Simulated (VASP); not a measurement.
# MnO (Cm) in VASP: notebook

Aim: see how the results for MnO move with the level of theory and the settings. Levels: LDA, PBEsol. Tasks: single point.

All numbers are computed with VASP 6.6.1; they aren't measurements. Logs are shortened: lines on timing, memory, paths and dates and some standing lists are left out, and cuts for length are marked.

## 1. The cell of the first run

It takes space group Cm (No. 8, monoclinic). The conventional cell has a = 6.021 Å, b = 3.479 Å, c = 3.486 Å, α = 90.00°, β = 125.23°, γ = 90.00°. Mn (site symmetry m) has 4 O at 2.13 Å within 2.8 Å. O (site symmetry m) has 4 Mn at 2.13 Å within 2.8 Å.

## 2. Single point, LDA, collinear spin, ferromagnetic start

The input, INCAR:

```
SYSTEM = MnO
PREC = Accurate
ENCUT = 520
EDIFF = 1E-6
ISMEAR = -1
SIGMA = 0.05
LREAL = .False.
LASPH = .True.
NELM = 150
ALGO = Normal
ISIF = 2
LWAVE = .False.
LCHARG = .False.
ISPIN = 2
MAGMOM = 4 0
LORBIT = 11
LMAXMIX = 4
NBANDS = 20
```

The input, KPOINTS:

```
Automatic mesh
0
Gamma
  9 9 9
  0 0 0
```

The input, POSCAR:

```
MnO
1.0
    3.0103939679     -1.7395758314      0.0000000000
    3.0103939679      1.7395758314      0.0000000000
   -2.0107452843      0.0000000000      2.8472912409
Mn O
1 1
Direct
    0.5001990000      0.5001990000      0.5006650000
    0.7498025000      0.7498025000      0.2493360000
```

Potentials or basis: VASP PAW LDA potentials, release 64 (Mn_pv, O).

Command:

```console
$ cat potpaw_LDA.64/Mn_pv/POTCAR potpaw_LDA.64/O/POTCAR > POTCAR
$ mpirun -np 1 vasp_std > vasp.out
```

OUTCAR:

```text
SYSTEM = MnO
   PREC = Accurate
   ENCUT = 520
   EDIFF = 1E-6
   ISMEAR = -1
   LREAL = .False.
   LASPH = .True.
   NELM = 150
   ISIF = 2
   ISPIN = 2
   LORBIT = 11

 ion  position               nearest neighbor table
   1  0.500  0.500  0.501-   2 2.13   2 2.13   2 2.13   2 2.13
   2  0.750  0.750  0.249-   1 2.13   1 2.13   1 2.13   1 2.13

  LATTYP: Found a base centered monoclinic cell.
 ALAT       =     6.0207879358
 B/A-ratio  =     0.5778565364
 C/A-ratio  =     0.5789455757
 COS(beta)  =    -0.5768541066

  Lattice vectors:

 A1 = (   3.0103939679,  -1.7395758314,   0.0000000000)
 A2 = (   3.0103939679,   1.7395758314,   0.0000000000)
 A3 = (  -2.0107452843,   0.0000000000,   2.8472912409)

Analysis of symmetry for initial positions (statically):
=====================================================================
 Subroutine PRICEL returns:
 Original cell was already a primitive cell.

 Routine SETGRP: Setting up the symmetry group for a
 base centered monoclinic supercell.

 Subroutine GETGRP returns: Found  2 space group operations
 (whereof  2 operations were pure point group operations)
 out of a pool of  4 trial point group operations.

The static configuration has the point symmetry C_1h.

Analysis of symmetry for dynamics (positions and initial velocities):
=====================================================================
 Subroutine PRICEL returns:
 Original cell was already a primitive cell.

 Routine SETGRP: Setting up the symmetry group for a
 base centered monoclinic supercell.

 Subroutine GETGRP returns: Found  2 space group operations
 (whereof  2 operations were pure point group operations)
 out of a pool of  4 trial point group operations.

The dynamic configuration has the point symmetry C_1h.

Analysis of structural, dynamic, and magnetic symmetry:
=====================================================================
 Subroutine PRICEL returns:
 Original cell was already a primitive cell.

 Routine SETGRP: Setting up the symmetry group for a
 base centered monoclinic supercell.

 Subroutine GETGRP returns: Found  2 space group operations
 (whereof  2 operations were pure point group operations)
 out of a pool of  4 trial point group operations.

The overall configuration has the point symmetry C_1h.

 Subroutine INISYM returns: Found  2 space group operations
 (whereof  2 operations are pure point group operations),
 and found     1 'primitive' translations

----------------------------------------------------------------------------------------

                                     Primitive cell

  volume of cell :      29.8214

  direct lattice vectors                    reciprocal lattice vectors
     3.010393968 -1.739575831  0.000000000     0.166091218 -0.287426389  0.117292930
     3.010393968  1.739575831  0.000000000     0.166091218  0.287426389  0.117292930
    -2.010745284  0.000000000  2.847291241     0.000000000  0.000000000  0.351210999

  length of vectors
     3.476865818  3.476865818  3.485708538     0.352076488  0.352076488  0.351210999

  position of ions in fractional coordinates (direct lattice)
     0.500199000  0.500199000  0.500665000
     0.749802500  0.749802500  0.249336000

  ion indices of the primitive-cell ions
   primitive index   ion index
                 1           1
                 2           2

----------------------------------------------------------------------------------------

 KPOINTS: Automatic mesh

Automatic generation of k-mesh.
 Grid dimensions read from file:
 generate k-points for:    9    9    9

 Generating k-lattice:

  Cartesian coordinates                     Fractional coordinates (reciprocal lattice)
     0.018454580 -0.031936265  0.013032548     0.111111111 -0.000000000  0.000000000
     0.018454580  0.031936265  0.013032548    -0.000000000  0.111111111  0.000000000
     0.000000000  0.000000000  0.039023444     0.000000000  0.000000000  0.111111111

  Length of vectors
     0.039119610  0.039119610  0.039023444

  Shift w.r.t. Gamma in fractional coordinates (k-lattice)
     0.000000000  0.000000000  0.000000000

 Subroutine IBZKPT returns following result:
 ===========================================

 Found    205 irreducible k-points:

 Following reciprocal coordinates:
            Coordinates               Weight
  0.000000  0.000000  0.000000      1.000000
  0.111111 -0.000000  0.000000      4.000000
  0.222222  0.000000 -0.000000      4.000000
  0.333333  0.000000  0.000000      4.000000
  0.444444  0.000000 -0.000000      4.000000
  0.111111  0.111111  0.000000      2.000000
[... 16 lines left out ...]
 -0.333333  0.333333  0.000000      2.000000
  0.444444  0.444444  0.000000      2.000000
 [... further k-points ...]
   k-points           NKPTS =    205   k-points in BZ     NKDIM =    205   number of bands    NBANDS=     20
   number of dos      NEDOS =    301   number of ions     NIONS =      2
   total plane-waves  NPLWV =  21952
[... 105 lines left out ...]
     19      19.8358      0.00000
     20      24.9344      0.00000

 k-point     4 :       0.3333    0.0000    0.0000
  band No.  band energies     occupation
      1     -45.7053      1.00000
      2     -45.6929      1.00000
      3     -45.6917      1.00000
      4     -14.2925      1.00000
      5      -1.9897      1.00000
      6      -1.0947      1.00000
[... 429 lines left out ...]
 k-point    23 :      -0.3333    0.3333    0.0000
  band No.  band energies     occupation
      1     -45.7056      1.00000
      2     -45.7026      1.00000
      3     -45.6948      1.00000
      4     -14.1045      1.00000
      5      -1.6477      1.00000
      6      -1.2029      1.00000
[... 12 lines left out ...]
     19      24.0925      0.00000
     20      25.1131      0.00000

 k-point    24 :       0.4444    0.4444    0.0000
  band No.  band energies     occupation
      1     -45.7096      1.00000
      2     -45.6975      1.00000
      3     -45.6969      1.00000
      4     -14.0902      1.00000
      5      -2.2230      1.00000
      6      -0.6060      1.00000
[... 12 lines left out ...]
     19      24.8345      0.00000
     20      27.6918      0.00000

 [... further k-points ...]

 spin component 2

 k-point     1 :       0.0000    0.0000    0.0000
  band No.  band energies     occupation
      1     -41.3395      1.00000
      2     -41.3391      1.00000
      3     -41.3380      1.00000
      4     -14.1324      1.00000
      5      -0.0537      1.00000
      6      -0.0404      1.00000
[... 12 lines left out ...]
     19      21.8672      0.00000
     20      21.8884      0.00000

 k-point     2 :       0.1111   -0.0000    0.0000
  band No.  band energies     occupation
      1     -41.3424      1.00000
      2     -41.3399      1.00000
      3     -41.3386      1.00000
      4     -14.0875      1.00000
      5      -0.3055      1.00000
      6      -0.0301      1.00000
[... 12 lines left out ...]
     19      21.4076      0.00000
     20      23.6879      0.00000

 k-point     3 :       0.2222    0.0000   -0.0000
  band No.  band energies     occupation
      1     -41.3504      1.00000
      2     -41.3411      1.00000
      3     -41.3398      1.00000
      4     -13.9735      1.00000
      5      -0.7838      1.00000
      6       0.0222      1.00000
[... 12 lines left out ...]
     19      21.0962      0.00000
     20      26.0545      0.00000

 k-point     4 :       0.3333    0.0000    0.0000
  band No.  band energies     occupation
      1     -41.3594      1.00000
      2     -41.3425      1.00000
      3     -41.3412      1.00000
      4     -13.8425      1.00000
      5      -1.1472      1.00000
      6       0.0742      1.00000
[... 429 lines left out ...]
 k-point    23 :      -0.3333    0.3333    0.0000
  band No.  band energies     occupation
      1     -41.3601      1.00000
      2     -41.3553      1.00000
      3     -41.3452      1.00000
      4     -13.6568      1.00000
      5      -0.7481      1.00000
      6      -0.5474      1.00000
[... 12 lines left out ...]
     19      24.9939      0.00000
     20      26.2575      0.00000

 k-point    24 :       0.4444    0.4444    0.0000
  band No.  band energies     occupation
      1     -41.3652      1.00000
      2     -41.3488      1.00000
      3     -41.3480      1.00000
      4     -13.6428      1.00000
      5      -1.3221      1.00000
      6       0.1886      1.00000
[... 12 lines left out ...]
     19      25.5618      0.00000
     20      28.6192      0.00000

 [... further k-points ...]

------------------------ aborting loop because EDIFF is reached ----------------------------------------

  FORCE on cell =-STRESS in cart. coord.  units (eV):
  Direction    XX          YY          ZZ          XY          YZ          ZX
  --------------------------------------------------------------------------------------
  -------------------------------------------------------------------------------------
  Total       -2.8722386     -2.8779335     -2.9158346      0.0000000      0.0000000      0.0054618
  in kB     -154.3129981   -154.6189604   -156.6552251      0.0000000      0.0000000      0.2934409
  external PRESSURE =    -155.1957279 kB  Pullay stress =       0.0000000 kB

 VOLUME and BASIS-vectors are now :
 -----------------------------------------------------------------------------
  energy-cutoff  :      520.00
  volume of cell :       29.82
      direct lattice vectors                 reciprocal lattice vectors
     3.010393968 -1.739575831  0.000000000     0.166091218 -0.287426389  0.117292930
     3.010393968  1.739575831  0.000000000     0.166091218  0.287426389  0.117292930
    -2.010745284  0.000000000  2.847291241     0.000000000  0.000000000  0.351210999

 POSITION                                       TOTAL-FORCE (eV/Angst)
 -----------------------------------------------------------------------------------
      2.00488      0.00000      1.42554         0.000688      0.000000     -0.004316
      4.01305      0.00000      0.70993        -0.000688      0.000000      0.004316
 -----------------------------------------------------------------------------------
    total drift:                               -0.000023      0.000000      0.000374

  FREE ENERGIE OF THE ION-ELECTRON SYSTEM (eV)
  ---------------------------------------------------
  free  energy   TOTEN  =       -17.2138231214 eV

  energy  without entropy=      -17.2107628148  energy(sigma->0) =      -17.21229297

 total charge

# of ion       s       p       d       tot
------------------------------------------
    1        0.223   6.183   4.916  11.323
    2        1.542   3.378   0.000   4.920
--------------------------------------------------
tot          1.766   9.561   4.916  16.243

 magnetization (x)

# of ion       s       p       d       tot
------------------------------------------
    1        0.032   0.046   4.322   4.400
    2        0.017   0.178   0.000   0.195
--------------------------------------------------
tot          0.049   0.224   4.322   4.595
```

It took 3 min on 1 thread of AMD EPYC 9R45 (Zen 5), shared host; peak memory 0.26 GiB.

What came out:

| Quantity | Value |
| --- | --- |
| Free energy | -17.2138 eV |
| Pressure | -15.5 GPa |
| Largest force | 0.004 eV/Å |
| Band gap on the k mesh | zero (filled and empty bands overlap) |
| Net moment | 4.99 μB per cell |
| Site moments | Mn +4.40; O +0.20 μB |
| Valence electrons inside the program's atomic spheres | Mn 11.32; O 4.92 |

Forces in eV/Å, atoms in the order of the input:
```
Mn   0.001  0.000 -0.004
O   -0.001  0.000  0.004
```

Caveat: the cell stands under tension; a cell with one magnetic atom can't hold antiferromagnetic order, which such compounds often take; semilocal functionals often make such compounds metallic where correlation or magnetic order opens a gap, which also shifts bond lengths.

## 3. Single point, PBEsol, collinear spin, ferromagnetic start

The input, INCAR:

```
  PREC = Accurate
  ENCUT = 520
  EDIFF = 1E-6
  ISMEAR = -1
  SIGMA = 0.05
  LREAL = False
  LASPH = True
  NELM = 150
  ALGO = Normal
  ISIF = 2
  LWAVE = False
  LCHARG = False
  ISPIN = 2
  MAGMOM = 4 0
  LORBIT = 11
  LMAXMIX = 4
  GGA = PS
  NBANDS = 20
```

The input, KPOINTS:

```
Automatic mesh
0
Gamma
  9 9 9
```

POSCAR is that of step 2.

Potentials or basis: VASP PAW PBE potentials, release 64 (Mn_pv, O).

Command:

```console
$ cat potpaw_PBE.64/Mn_pv/POTCAR potpaw_PBE.64/O/POTCAR > POTCAR
$ mpirun -np 1 vasp_std > vasp.out
```

Run time: 2.6 min. Hardware: 1 thread of AMD EPYC 9R45 (Zen 5), shared host; peak memory 0.28 GiB.

It converged, with:

- Free energy: -17.0104 eV
- Pressure: -11.4 GPa
- Largest force: 0.003 eV/Å
- Band gap on the k mesh: zero (filled and empty bands overlap)
- Net moment: 5.00 μB per cell
- Site moments: Mn +4.44; O +0.17 μB
- Valence electrons inside the program's atomic spheres: Mn 11.31; O 4.93

Forces in eV/Å, atoms in the order of the input:
```
Mn   0.001  0.000 -0.003
O   -0.001  0.000  0.003
```

Stress tensor (GPa, compression positive):
```
-11.30   0.00   0.03
  0.00 -11.33   0.00
  0.03   0.00 -11.52
```

Levels at points of the mesh, in eV from the Fermi level:
Spin up:
```tsv
k point	band 8	band 9	band 10	band 11	band 12	band 13	band 14	band 15	band 16	band 17
(0.00, 0.00, 0.00)	-2.63	-2.63	-1.42	-0.01	-0.01	0.00	11.42	11.49	11.49	16.33
```
Spin down:
```csv
k point,band 5,band 6,band 7,band 8,band 9,band 10
"(0.00, 0.00, 0.00)",-4.11,-4.10,-4.10,-0.02,1.68,1.69
```

Caveat: the cell stands under tension; the PAW data sets were made with another functional, which shifts forces and pressure a little; a cell with one magnetic atom can't hold antiferromagnetic order, which such compounds often take; semilocal functionals often make such compounds metallic where correlation or magnetic order opens a gap, which also shifts bond lengths.

## 4. Single point, LDA, collinear spin, ferromagnetic start

This run uses another cell than the first one, of 14.34 Å³/atom.

The input, INCAR:

```
PREC = Accurate
ENCUT = 520
EDIFF = 1E-7
ISMEAR = -1
SIGMA = 0.05
LREAL = False
LASPH = True
NELM = 150
ALGO = Normal
ISIF = 2
LWAVE = False
LCHARG = True
ISPIN = 2
MAGMOM = 4 0
LORBIT = 11
LMAXMIX = 4
LELF = True
LVHAR = True
NBANDS = 20
```

KPOINTS is that of step 3.

The input, POSCAR:

```
MnO
1.0
    2.9712935166     -1.7169813801      0.0000000000
    2.9712935166      1.7169813801      0.0000000000
   -1.9846287531      0.0000000000      2.8103092467
Mn O
1 1
Direct
    0.5001990000      0.5001990000      0.5006650000
    0.7498025000      0.7498025000      0.2493360000
```

Potentials or basis: VASP PAW LDA potentials, release 64 (Mn_pv, O).

Command:

```console
$ cat potpaw_LDA.64/Mn_pv/POTCAR potpaw_LDA.64/O/POTCAR > POTCAR
$ mpirun -np 1 vasp_std > vasp.out
```

Run time: 3.5 min. Hardware: 1 thread of AMD EPYC 9R45 (Zen 5), shared host; peak memory 0.25 GiB.

It converged, with:

```yaml
Free_energy: -17.3159 eV
Pressure: -13.3 GPa
Largest_force: 0.003 eV/Å
Net_moment: 4.93 μB per cell
Site_moments: Mn +4.35; O +0.20 μB
Valence_electrons_inside_the_program's_atomic_spheres: Mn 11.36; O 4.93
```

Forces on the atoms (eV/Å):
```
Mn   0.001  0.000 -0.003
O   -0.001  0.000  0.003
```

Stress tensor (GPa, compression positive):
```
-13.19   0.00   0.03
  0.00 -13.22   0.00
  0.03   0.00 -13.43
```

Levels at points of the mesh, in eV from the Fermi level:
Spin up:
```tsv
k point	band 8	band 9	band 10	band 11	band 12	band 13	band 14	band 15	band 16	band 17
(0.00, 0.00, 0.00)	-2.51	-2.51	-1.28	0.11	0.11	0.12	11.65	11.72	11.72	16.72
```
Spin down:
| k point | band 4 | band 5 | band 6 | band 7 | band 8 | band 9 | band 10 | band 11 |
| --- | --- | --- | --- | --- | --- | --- | --- | --- |
| (0.00, 0.00, 0.00) | -18.55 | -4.44 | -4.43 | -4.42 | -0.24 | 1.27 | 1.28 | 3.11 |

Caveat: the cell stands under tension; a cell with one magnetic atom can't hold antiferromagnetic order, which such compounds often take; semilocal functionals often make such compounds metallic where correlation or magnetic order opens a gap, which also shifts bond lengths.

## 5. Single point, PBEsol, collinear spin, ferromagnetic start

This run uses another cell than the first one, of 14.34 Å³/atom.

The input, INCAR:

```
PREC = Accurate
ENCUT = 520
EDIFF = 1E-7
ISMEAR = -1
SIGMA = 0.05
LREAL = F
LASPH = T
NELM = 150
ALGO = Normal
ISIF = 2
LWAVE = F
LCHARG = T
ISPIN = 2
MAGMOM = 4 0
LORBIT = 11
LMAXMIX = 4
GGA = PS
LELF = T
LVHAR = T
NBANDS = 20
```

The input, KPOINTS:

```
regular mesh
0
Gamma
  9 9 9
```

POSCAR is that of step 4.

Potentials or basis: VASP PAW PBE potentials, release 64 (Mn_pv, O).

Command:

```console
$ cat potpaw_PBE.64/Mn_pv/POTCAR potpaw_PBE.64/O/POTCAR > POTCAR
$ mpirun -np 1 vasp_std > vasp.out
```

It took 3.2 min on 1 thread of AMD EPYC 9R45 (Zen 5), shared host; peak memory 0.27 GiB.

The run converged. Its results:

* Free energy: -17.0794 eV
* Pressure: -8.1 GPa
* Band gap on the k mesh: zero (filled and empty bands overlap)
* Net moment: 5.00 μB per cell
* Site moments: Mn +4.43; O +0.18 μB
* Valence electrons inside the program's atomic spheres: Mn 11.34; O 4.95

Stress tensor (GPa, compression positive):
```
-8.02  0.00  0.03
 0.00 -8.03  0.00
 0.03  0.00 -8.23
```

Levels at points of the mesh, in eV from the Fermi level:
Spin up:
```tsv
k point	band 9	band 10	band 11	band 12	band 13	band 14	band 15	band 16
(0.00, 0.00, 0.00)	-2.71	-1.49	0.01	0.01	0.01	11.60	11.67	11.67
```
Spin down:
```tsv
k point	band 4	band 5	band 6	band 7	band 8	band 9	band 10	band 11
(0.00, 0.00, 0.00)	-18.77	-4.40	-4.38	-4.38	-0.07	1.58	1.59	3.35
```

Caveat: the cell stands under tension; the PAW data sets were made with another functional, which shifts forces and pressure a little; a cell with one magnetic atom can't hold antiferromagnetic order, which such compounds often take; semilocal functionals often make such compounds metallic where correlation or magnetic order opens a gap, which also shifts bond lengths. With open d or f shells a metallic result of PBEsol can be an artefact of self-interaction; +U or a hybrid may open a gap.

## 6. The runs side by side

| level | potentials or basis | cell | gap on the mesh (eV) | pressure (GPa) | moment (μB) |
| --- | --- | --- | --- | --- | --- |
| LDA | VASP PAW LDA potentials, release 64 (Mn_pv, O) | a = 3.477, b = 3.477, c = 3.486 Å, angles 120.0, 120.0, 60.0°, 2 atoms | none | -15.5 | 4.99 |
| PBEsol | VASP PAW PBE potentials, release 64 (Mn_pv, O) | a = 3.477, b = 3.477, c = 3.486 Å, angles 120.0, 120.0, 60.0°, 2 atoms | none | -11.4 | 5.00 |
| LDA | VASP PAW LDA potentials, release 64 (Mn_pv, O) | a = 3.432, b = 3.432, c = 3.440 Å, angles 120.0, 120.0, 60.0°, 2 atoms | none | -13.3 | 4.93 |
| PBEsol | VASP PAW PBE potentials, release 64 (Mn_pv, O) | a = 3.432, b = 3.432, c = 3.440 Å, angles 120.0, 120.0, 60.0°, 2 atoms | none | -8.1 | 5.00 |

Alike in all rows: task single point; spin collinear, ferromagnetic start; k mesh 9 × 9 × 9; cutoff (eV) 520; smearing fermi-dirac 0.05 eV.

Caveats: the cell stands under tension; a cell with one magnetic atom can't hold antiferromagnetic order, which such compounds often take; semilocal functionals often make such compounds metallic where correlation or magnetic order opens a gap, which also shifts bond lengths; the PAW data sets were made with another functional, which shifts forces and pressure a little (at least some runs).

Absolute energies hang on the potentials; compare differences alone.
